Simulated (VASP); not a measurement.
# Si4P (Pm-3m) in VASP: further runs

Si4P is run at these levels: PBE; tasks: single point, relaxation of cell and atoms.

Program: VASP 6.6.1. These are calculated values, not measurements. Logs are shortened: lines on timing, memory, paths and dates and some standing lists are left out, and cuts for length are marked.

## 1. The cell of the first run

The structure is cubic, space group Pm-3m (No. 221). The conventional cell has a = 4.380 Å, b = 4.380 Å, c = 4.380 Å, α = 90.00°, β = 90.00°, γ = 90.00°. Within 2.9 Å of Si (site symmetry 4/mmm) lie 2 Si at 2.19 Å. Within 2.9 Å of Si (site symmetry m-3m) lie 6 Si at 2.19 Å. Within 4.1 Å of P (site symmetry m-3m) lie 20 Si at 3.10 to 3.79 Å.

The cell was built from a structure type or drawn by symmetry, and may not be a known phase.

## 2. Single point, PBE

Contents of INCAR:

```
SYSTEM = Si4P
PREC = Accurate
ENCUT = 520
EDIFF = 1E-6
ISMEAR = 0
SIGMA = 0.1
LREAL = .False.
LASPH = .True.
NELM = 100
ALGO = Normal
ISIF = 2
LWAVE = .False.
LCHARG = .False.
GGA = PE
NBANDS = 18
```

Contents of KPOINTS:

```
regular mesh
0
Gamma
  4 4 4
  0 0 0
```

Contents of POSCAR:

```
Si4P
1.0
    4.3798849900      0.0000000000      0.0000000000
    0.0000000000      4.3798849900      0.0000000000
    0.0000000000      0.0000000000      4.3798849900
Si P
4 1
Direct
    0.5000000000      0.0000000000      0.0000000000
    0.0000000000      0.5000000000      0.0000000000
    0.0000000000      0.0000000000      0.5000000000
    0.0000000000      0.0000000000      0.0000000000
    0.5000000000      0.5000000000      0.5000000000
```

Potentials or basis: VASP PAW PBE potentials, release 64 (Si, P).

The run is started by

```
$ cat potpaw_PBE.64/Si/POTCAR potpaw_PBE.64/P/POTCAR > POTCAR
$ mpirun -np 1 vasp_std > vasp.out
```

OUTCAR:

```text
SYSTEM = Si4P
   PREC = Accurate
   ENCUT = 520
   EDIFF = 1E-6
   ISMEAR = 0
   LREAL = .False.
   LASPH = .True.
   NELM = 100
   ISIF = 2
   GGA = PE

 ion  position               nearest neighbor table
   1  0.500  0.000  0.000-   4 2.19   4 2.19   2 3.10   3 3.10   2 3.10   2 3.10   3 3.10   3 3.10
                             3 3.10   2 3.10
   2  0.000  0.500  0.000-   4 2.19   4 2.19   1 3.10   3 3.10   1 3.10   3 3.10   3 3.10   3 3.10
                             1 3.10   1 3.10
   3  0.000  0.000  0.500-   4 2.19   4 2.19   1 3.10   1 3.10   2 3.10   2 3.10   2 3.10   2 3.10
                             1 3.10   1 3.10
   4  0.000  0.000  0.000-   1 2.19   2 2.19   3 2.19   3 2.19   2 2.19   1 2.19
   5  0.500  0.500  0.500-

  LATTYP: Found a simple cubic cell.
 ALAT       =     4.3798849900

  Lattice vectors:

 A1 = (   4.3798849900,   0.0000000000,   0.0000000000)
 A2 = (   0.0000000000,   4.3798849900,   0.0000000000)
 A3 = (   0.0000000000,   0.0000000000,   4.3798849900)

Analysis of symmetry for initial positions (statically):
=====================================================================
 Subroutine PRICEL returns:
 Original cell was already a primitive cell.

 Routine SETGRP: Setting up the symmetry group for a
 simple cubic supercell.

 Subroutine GETGRP returns: Found 48 space group operations
 (whereof 48 operations were pure point group operations)
 out of a pool of 48 trial point group operations.

The static configuration has the point symmetry O_h .

Analysis of symmetry for dynamics (positions and initial velocities):
=====================================================================
 Subroutine PRICEL returns:
 Original cell was already a primitive cell.

 Routine SETGRP: Setting up the symmetry group for a
 simple cubic supercell.

 Subroutine GETGRP returns: Found 48 space group operations
 (whereof 48 operations were pure point group operations)
 out of a pool of 48 trial point group operations.

The dynamic configuration has the point symmetry O_h .

 Subroutine INISYM returns: Found 48 space group operations
 (whereof 48 operations are pure point group operations),
 and found     1 'primitive' translations

----------------------------------------------------------------------------------------

                                     Primitive cell

  volume of cell :      84.0211

  direct lattice vectors                    reciprocal lattice vectors
     4.379884990  0.000000000  0.000000000     0.228316497  0.000000000  0.000000000
     0.000000000  4.379884990  0.000000000     0.000000000  0.228316497  0.000000000
     0.000000000  0.000000000  4.379884990     0.000000000  0.000000000  0.228316497

  length of vectors
     4.379884990  4.379884990  4.379884990     0.228316497  0.228316497  0.228316497

  position of ions in fractional coordinates (direct lattice)
     0.500000000  0.000000000  0.000000000
     0.000000000  0.500000000  0.000000000
     0.000000000  0.000000000  0.500000000
     0.000000000  0.000000000  0.000000000
     0.500000000  0.500000000  0.500000000

  ion indices of the primitive-cell ions
   primitive index   ion index
                 1           1
                 2           2
                 3           3
                 4           4
                 5           5

----------------------------------------------------------------------------------------

 KPOINTS: regular mesh

Automatic generation of k-mesh.
 Grid dimensions read from file:
 generate k-points for:    4    4    4

 Generating k-lattice:

  Cartesian coordinates                     Fractional coordinates (reciprocal lattice)
     0.057079124  0.000000000  0.000000000     0.250000000  0.000000000  0.000000000
     0.000000000  0.057079124  0.000000000     0.000000000  0.250000000  0.000000000
     0.000000000  0.000000000  0.057079124     0.000000000  0.000000000  0.250000000

  Length of vectors
     0.057079124  0.057079124  0.057079124

  Shift w.r.t. Gamma in fractional coordinates (k-lattice)
     0.000000000  0.000000000  0.000000000

 Subroutine IBZKPT returns following result:
 ===========================================

 Found     10 irreducible k-points:

 Following reciprocal coordinates:
            Coordinates               Weight
  0.000000  0.000000  0.000000      1.000000
  0.250000  0.000000  0.000000      6.000000
  0.500000  0.000000  0.000000      3.000000
  0.250000  0.250000  0.000000     12.000000
  0.500000  0.250000  0.000000     12.000000
  0.500000  0.500000  0.000000      3.000000
  0.250000  0.250000  0.250000      8.000000
  0.500000  0.250000  0.250000     12.000000
  0.500000  0.500000  0.250000      6.000000
  0.500000  0.500000  0.500000      1.000000
   k-points           NKPTS =     10   k-points in BZ     NKDIM =     10   number of bands    NBANDS=     18
   number of dos      NEDOS =    301   number of ions     NIONS =      5
   total plane-waves  NPLWV =  46656
   dimension x,y,z NGX =    36 NGY =   36 NGZ =   36
   dimension x,y,z NGXF=    72 NGYF=   72 NGZF=   72
   ions per type =               4   1
   NGX,Y,Z   is equivalent  to a cutoff of  13.66, 13.66, 13.66 a.u.
   NGXF,Y,Z  is equivalent  to a cutoff of  27.33, 27.33, 27.33 a.u.
 SYSTEM =  Si4P
   PREC   = accura    normal or accurate (medium, high low for compatibility)
   ISTART =      0    job   : 0-new  1-cont  2-samecut
   ICHARG =      2    charge: 1-file 2-atom 10-const
   ISPIN  =      1    spin polarized calculation?
   LNONCOLLINEAR =      F non collinear calculations
   LSORBIT =      F    spin-orbit coupling
   LASPH  =      T    aspherical Exc in radial PAW
   ENCUT  =  520.0 eV  38.22 Ry    6.18 a.u.   8.14  8.14  8.14*2*pi/ulx,y,z
   NELM   =    100;   NELMIN=  2; NELMDL= -5     # of ELM steps
   EDIFF  = 0.1E-05   stopping-criterion for ELM
   LREAL  =      F    real-space projection
   EDIFFG = 0.1E-04   stopping-criterion for IOM
   NSW    =      0    number of steps for IOM
   IBRION =     -1    ionic relax: 0-MD 1-quasi-New 2-CG
   NFREE  =      0    steps in history (QN), initial steepest desc. (CG)
   ISIF   =      2    stress and relaxation
   ISYM   =      2    0-nonsym 1-usesym 2-fastsym
   POTIM  = 0.5000    time-step for ionic-motion
   TEBEG  =    0.0;   TEEND  =   0.0 temperature during run
   PSTRESS=    0.0 pullay stress
   NELECT =      21.0000    total number of electrons
   NUPDOWN=      -1.0000    fix difference up-down
   EMIN   =  10.00;   EMAX   =-10.00  energy-range for DOS
   EFERMI =   0.00;   METHOD = LEGACY
   ISMEAR =     0;   SIGMA  =   0.10  broadening in eV -4-tet -1-fermi 0-gaus
   EFERMI_NEDOS =   21; number of points for ismear=-14 and -15
   IALGO  =     38    algorithm
   IMIX   =      4    mixing-type and parameters
     AMIX     =   0.40;   BMIX     =  1.00
     AMIX_MAG =   1.60;   BMIX_MAG =  1.00
  volume/ion in A,a.u.               =      16.80       113.40
  Fermi-wavevector in a.u.,A,eV,Ry     =   1.031221  1.948726 14.468673  1.063417
  Thomas-Fermi vector in A             =   2.165359
   LORBIT       =      0    0 simple, 1 ext, 2 COOP (PROOUT), +10 PAW based schemes
   GGA     = PE    functional components
   LHFCALC =     F    Hartree Fock is set to
   AEXX    =    0.0000 exact exchange contribution
   IVDW    =     0    specifies the selected vdW correction
   LEPSILON=     F    determine dielectric tensor
   LRPA    =     F    only Hartree local field effects (RPA)
 non-spin polarized calculation
 Gauss-broadening in eV      SIGMA  =   0.10
  energy-cutoff  :      520.00
  volume of cell :       84.02
 maximum number of plane-waves:      2301
 NGX is ok and might be reduce to    36
   NGX = 17   NGY = 17   NGZ = 17

 number of electron      20.9999998 magnetization

 Free energy of the ion-electron system (eV)
  ---------------------------------------------------
  ext. energy  EPLUGINS =         0.00000000
  ---------------------------------------------------
  free energy    TOTEN  =       -21.63630362 eV

  energy without entropy =      -21.61017994  energy(sigma->0) =      -21.62324178

 E-fermi :   7.6092     XC(G=0): -10.4513

 val. band max:        7.5360605374   @ k =   0.2500   0.2500   0.0000
 cond. band min:       7.6539386212   @ k =   0.2500   0.2500   0.0000
 fundamental gap:      0.1178780838
 Fermi energy:         7.6091596983

 k-point     1 :       0.0000    0.0000    0.0000
  band No.  band energies     occupation
      1      -6.0455      2.00000
      2      -1.2033      2.00000
      3       1.6494      2.00000
      4       1.6494      2.00000
      5       1.6494      2.00000
      6       2.1578      2.00000
[... 10 lines left out ...]
     17      10.8722      0.00000
     18      12.6569      0.00000

 k-point     2 :       0.2500    0.0000    0.0000
  band No.  band energies     occupation
      1      -5.6467      2.00000
      2      -2.1443      2.00000
      3       0.4033      2.00000
      4       1.9568      2.00000
      5       1.9568      2.00000
      6       2.3619      2.00000
[... 10 lines left out ...]
     17      11.6571      0.00000
     18      12.1208      0.00000

 k-point     3 :       0.5000    0.0000    0.0000
  band No.  band energies     occupation
      1      -4.9053      2.00000
      2      -3.4881      2.00000
      3       0.5295      2.00000
      4       2.4110      2.00000
      5       2.4110      2.00000
      6       2.6073      2.00000
[... 10 lines left out ...]
     17      11.6932      0.00000
     18      11.9680      0.00000

 k-point     4 :       0.2500    0.2500    0.0000
  band No.  band energies     occupation
      1      -5.2550      2.00000
      2      -2.1745      2.00000
      3      -0.7246      2.00000
      4       0.8628      2.00000
      5       2.2438      2.00000
      6       3.3872      2.00000
[... 10 lines left out ...]
     17      13.2104      0.00000
     18      13.4301      0.00000

 k-point     5 :       0.5000    0.2500    0.0000
  band No.  band energies     occupation
      1      -4.5447      2.00000
      2      -3.0994      2.00000
      3      -0.3327      2.00000
      4      -0.1941      2.00000
      5       2.6487      2.00000
      6       3.4609      2.00000
[... 10 lines left out ...]
     17      13.6178      0.00000
     18      13.7228      0.00000

 k-point     6 :       0.5000    0.5000    0.0000
  band No.  band energies     occupation
      1      -3.9756      2.00000
      2      -2.2366      2.00000
      3      -1.6149      2.00000
      4      -1.6149      2.00000
      5       2.9535      2.00000
      6       4.0255      2.00000
[... 10 lines left out ...]
     17      13.1187      0.00000
     18      13.6156      0.00000

 k-point     7 :       0.2500    0.2500    0.2500
  band No.  band energies     occupation
      1      -4.8687      2.00000
      2      -2.0864      2.00000
      3      -0.4450      2.00000
      4      -0.4450      2.00000
      5       1.2347      2.00000
      6       4.3539      2.00000
[... 10 lines left out ...]
     17      12.1458      0.00000
     18      13.4799      0.00000

 k-point     8 :       0.5000    0.2500    0.2500
  band No.  band energies     occupation
      1      -4.1794      2.00000
      2      -2.7383      2.00000
      3      -0.5810      2.00000
      4      -0.0643      2.00000
      5       0.3030      2.00000
      6       3.1917      2.00000
[... 10 lines left out ...]
     17      12.7510      0.00000
     18      12.8844      0.00000

 k-point     9 :       0.5000    0.5000    0.2500
  band No.  band energies     occupation
      1      -3.5940      2.00000
      2      -2.0132      2.00000
      3      -1.3322      2.00000
      4      -1.3322      2.00000
      5       0.5384      2.00000
      6       3.4258      2.00000
[... 10 lines left out ...]
     17      13.1558      0.00000
     18      13.1638      0.00000

 k-point    10 :       0.5000    0.5000    0.5000
  band No.  band energies     occupation
      1      -2.9522      2.00000
      2      -1.7348      2.00000
      3      -0.9467      2.00000
      4      -0.9467      2.00000
      5      -0.9467      2.00000
      6       2.3598      2.00000
[... 10 lines left out ...]
     17      13.3760      0.00000
     18      13.3760      0.00000

------------------------ aborting loop because EDIFF is reached ----------------------------------------

  FORCE on cell =-STRESS in cart. coord.  units (eV):
  Direction    XX          YY          ZZ          XY          YZ          ZX
  --------------------------------------------------------------------------------------
  -------------------------------------------------------------------------------------
  Total        7.2345989      7.2345989      7.2345989     -0.0000000     -0.0000000      0.0000000
  in kB      137.9548334    137.9548334    137.9548334     -0.0000000     -0.0000000      0.0000000
  external PRESSURE =     137.9548334 kB  Pullay stress =       0.0000000 kB

 VOLUME and BASIS-vectors are now :
 -----------------------------------------------------------------------------
  energy-cutoff  :      520.00
  volume of cell :       84.02
      direct lattice vectors                 reciprocal lattice vectors
     4.379884990  0.000000000  0.000000000     0.228316497  0.000000000  0.000000000
     0.000000000  4.379884990  0.000000000     0.000000000  0.228316497  0.000000000
     0.000000000  0.000000000  4.379884990     0.000000000  0.000000000  0.228316497

 POSITION                                       TOTAL-FORCE (eV/Angst)
 -----------------------------------------------------------------------------------
      2.18994      0.00000      0.00000         0.000000      0.000000      0.000000
      0.00000      2.18994      0.00000         0.000000      0.000000      0.000000
      0.00000      0.00000      2.18994         0.000000      0.000000      0.000000
      0.00000      0.00000      0.00000         0.000000      0.000000      0.000000
      2.18994      2.18994      2.18994         0.000000      0.000000      0.000000
 -----------------------------------------------------------------------------------
    total drift:                               -0.000000      0.000000     -0.000000

  FREE ENERGIE OF THE ION-ELECTRON SYSTEM (eV)
  ---------------------------------------------------
  free  energy   TOTEN  =       -21.6363036176 eV

  energy  without entropy=      -21.6101799367  energy(sigma->0) =      -21.62324178
```

It took 12 s on 1 thread of Intel Xeon Platinum 8488C (Sapphire Rapids), shared host; peak memory 0.19 GiB.

What came out:

| Property | Result |
| --- | --- |
| Free energy | -21.6363 eV |
| Pressure | 13.8 GPa |
| Band gap on the k mesh | zero (an odd number of electrons rules out a gap without spin polarisation) |

Caveat: the cell stands under pressure.

## 3. Single point, PBE

This run uses another cell than the first one, of 19.47 Å³/atom.

Contents of INCAR:

```
SYSTEM = Si4P
PREC = Accurate ; ENCUT = 520
EDIFF = 1E-6 ; ISMEAR = 0
SIGMA = 0.1 ; LREAL = .False.
LASPH = .True. ; NELM = 60
ALGO = Normal ; ISIF = 2
LWAVE = .False. ; LCHARG = .False.
GGA = PE ; NBANDS = 18
```

Contents of KPOINTS:

```
Automatic mesh
0
Gamma
  4 4 4
  0 0 0
```

Edit POSCAR of step 2 so:

```diff
@@ -2,5 +2,5 @@
 1.0
-    4.3798849900      0.0000000000      0.0000000000
-    0.0000000000      4.3798849900      0.0000000000
-    0.0000000000      0.0000000000      4.3798849900
+    4.6000785432      0.0000000000      0.0000000000
+    0.0000000000      4.6000785432      0.0000000000
+    0.0000000000      0.0000000000      4.6000785432
 Si P
```

Potentials or basis: VASP PAW PBE potentials, release 64 (Si, P).

The run is started by

```
$ cat potpaw_PBE.64/Si/POTCAR potpaw_PBE.64/P/POTCAR > POTCAR
$ mpirun -np 1 vasp_std > vasp.out
```

Wall time 12 s (1 thread of Intel Xeon Platinum 8488C (Sapphire Rapids), shared host); peak memory 0.19 GiB.

The run converged. Its results:

| Property | Result |
| --- | --- |
| Free energy | -22.1553 eV |
| Pressure | 0.1 GPa |
| Band gap on the k mesh | zero (an odd number of electrons rules out a gap without spin polarisation) |

Levels at points of the mesh, in eV from the Fermi level:
```csv
k point,band 8,band 9,band 10,band 11,band 12,band 13,band 14,band 15
"(0.00, 0.00, 0.00)",-0.72,-0.72,-0.72,-0.50,1.96,1.96,1.96,3.63
"(0.50, 0.00, 0.00)",-2.20,-2.20,-0.03,0.55,1.82,2.06,2.06,2.15
"(0.50, 0.50, 0.00)",-1.53,-1.53,-0.94,-0.48,-0.48,1.77,2.68,2.68
"(0.50, 0.50, 0.50)",-4.40,1.93,1.93,2.86,2.86,2.86,3.99,3.99
```

## 4. Relaxation of cell and atoms, PBE

Contents of INCAR:

```
SYSTEM = Si4P
ALGO     = Normal         ! electronic algorithm
EDIFF    = 1E-6           ! SCF threshold, eV
EDIFFG   = -0.04          ! ionic threshold
ENCUT    = 600            ! plane-wave cutoff, eV
GGA      = PE             ! functional
IBRION   = 2              ! ionic algorithm
ISIF     = 3              ! what is computed and relaxed
ISMEAR   = 0              ! smearing method
LASPH    = .TRUE.         ! aspherical terms in the spheres
LCHARG   = .FALSE.        ! write CHGCAR
LREAL    = .FALSE.        ! projectors in reciprocal space
LWAVE    = .FALSE.        ! write WAVECAR
NELM     = 80             ! most SCF steps
NSW      = 90             ! ionic steps
PREC     = Accurate       ! precision mode
SIGMA    = 0.1            ! smearing width, eV
```

Contents of KPOINTS:

```
k-points
0
G
  4 4 4
  0 0 0
```

Edit POSCAR of step 3 so:

```diff
@@ -2,5 +2,5 @@
 1.0
-    4.6000785432      0.0000000000      0.0000000000
-    0.0000000000      4.6000785432      0.0000000000
-    0.0000000000      0.0000000000      4.6000785432
+    4.3798849900      0.0000000000      0.0000000000
+    0.0000000000      4.3798849900      0.0000000000
+    0.0000000000      0.0000000000      4.3798849900
 Si P
```

The run is started by

```
$ cat potpaw_PBE.64/Si/POTCAR potpaw_PBE.64/P/POTCAR > POTCAR
$ mpirun -np 1 vasp_std > vasp.out
```

Wall time 22 s (1 thread of Intel Xeon Platinum 8488C (Sapphire Rapids), shared host); peak memory 0.2 GiB.

It converged, with:

```yaml
Free_energy: -22.1546 eV
Relaxed_volume: 19.50 Å³/atom
Relaxed_cell: a = 4.602 Å, b = 4.602 Å, c = 4.602 Å, α = 90.00°, β = 90.00°, γ = 90.00°
Space_group_after_relaxing_to_0.1_Å: Pm-3m (No. 221)
Energy_gained_by_relaxing: 103.6 meV/atom
Ionic_steps: 3
Pressure_after_relaxing: 0.0 GPa
Band_gap_on_the_k_mesh: zero (an odd number of electrons rules out a gap without spin polarisation)
```

Step by step:
```tsv
step	energy change (eV)	largest force (eV/Å)	pressure (GPa)	volume (Å³)
1	0.0000	0.0000	13.80	84.02
2	-0.4594	0.0000	-3.31	102.88
3	-0.5180	0.0000	0.00	97.48
```

Final structure:
```
CELL_PARAMETERS angstrom
4.60220 0.00000 0.00000
0.00000 4.60220 0.00000
0.00000 0.00000 4.60220
ATOMIC_POSITIONS crystal
Si 0.50000 0.00000 0.00000
Si 0.00000 0.50000 0.00000
Si 0.00000 0.00000 0.50000
Si 0.00000 0.00000 0.00000
P 0.50000 0.50000 0.50000
```

Levels at points of the mesh, in eV from the Fermi level:
```
           k point  band 7  band 8  band 9  band 10  band 11  band 12  band 13  band 14
(0.00, 0.00, 0.00)   -5.27   -0.72   -0.72    -0.72    -0.51     1.96     1.96     1.96
(0.50, 0.00, 0.00)   -3.75   -2.20   -2.20    -0.02     0.55     1.81     2.06     2.06
(0.50, 0.50, 0.00)   -1.84   -1.53   -1.53    -0.94    -0.48    -0.48     1.77     2.68
(0.50, 0.50, 0.50)   -4.40   -4.40    1.93     1.93     2.85     2.85     2.85     3.98
```

Caveat: the volume moved by over 15 % at a fixed basis, so the end points are rough.

(Part 1 of 2 ends here.)
